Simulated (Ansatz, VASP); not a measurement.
**Two plane-wave programs on GaSn**

The input INCAR:

```
  PREC = Accurate
  ENCUT = 600
  EDIFF = 1E-6
  ISMEAR = 0
  SIGMA = 0.1
  LREAL = F
  LASPH = T
  NELM = 100
  ALGO = Fast
  ISIF = 3
  LWAVE = F
  LCHARG = F
  GGA = PE
  IBRION = 2
  NSW = 90
  EDIFFG = -0.04
```

KPOINTS

```
Automatic mesh
0
Gamma
  6 6 6
```

The input POSCAR:

```
GaSn
1.0
    0.0000000000      2.7293289900      2.7293289900
    2.7293289900      0.0000000000      2.7293289900
    2.7293289900      2.7293289900      0.0000000000
Ga Sn
1 1
Direct
    0.5000000000      0.5000000000      0.5000000000
    0.0000000000      0.0000000000      0.0000000000
```

Input for Ansatz:

```yaml
crystal:
  lattice:
    - [0.0, 2.72932899, 2.72932899]
    - [2.72932899, 0.0, 2.72932899]
    - [2.72932899, 2.72932899, 0.0]
  atoms:
    - { symbol: Ga, position: [0.5, 0.5, 0.5] }
    - { symbol: Sn, position: [0.0, 0.0, 0.0] }
basis:
  ecutwfc: 420
kpoints:
  mp_grid: { grid: [6, 6, 6] }
hamiltonian:
  xc: pbe
scf:
  occupations: { method: gaussian, width: 0.1 }
  lower_state_search: "off"
output:
  forces: true
  stress: true
  eigenvalues: true
relax:
  adjacent_minimum: "off"
  f_tol: 0.04
  max_steps: 70
  cell: { stress_tol: 0.4 }
```

Change from the starting cell: species swapped into the YS type (Fm-3m, No. 225).

Alike in both runs: task relaxation of cell and atoms; functional PBE; k mesh 6 × 6 × 6; occupations gaussian, width 0.1 eV; no spin polarisation.

|  | VASP | Ansatz |
| --- | --- | --- |
| version | VASP 6.6.1 | Ansatz 0.2.0 |
| potentials or method | VASP PAW PBE potentials, release 64 (Ga_d, Sn_d), cutoff 600 eV | scalar-relativistic, plane waves, PAW |
| valence electrons in the cell | 27 | 27 |

Ansatz gave:

```
gap on the k mesh at the Fermi level, each at its own relaxed structure (eV) : none
relaxed volume (Å³/atom)                                                     : 24.46
relaxed length of the cell vector where the two differ most in proportion (Å)              : 4.105
```

What did VASP give for the same quantities?

gap on the k mesh at the Fermi level, each at its own relaxed structure (eV): none; relaxed volume (Å³/atom): 24.45; relaxed length of the cell vector where the two differ most in proportion (Å): 4.105.

A gap of «none» marks a metal or a gap that the smearing closes.

Noted on VASP's run: the volume moved by over 15 % at a fixed basis, so the end points are rough.
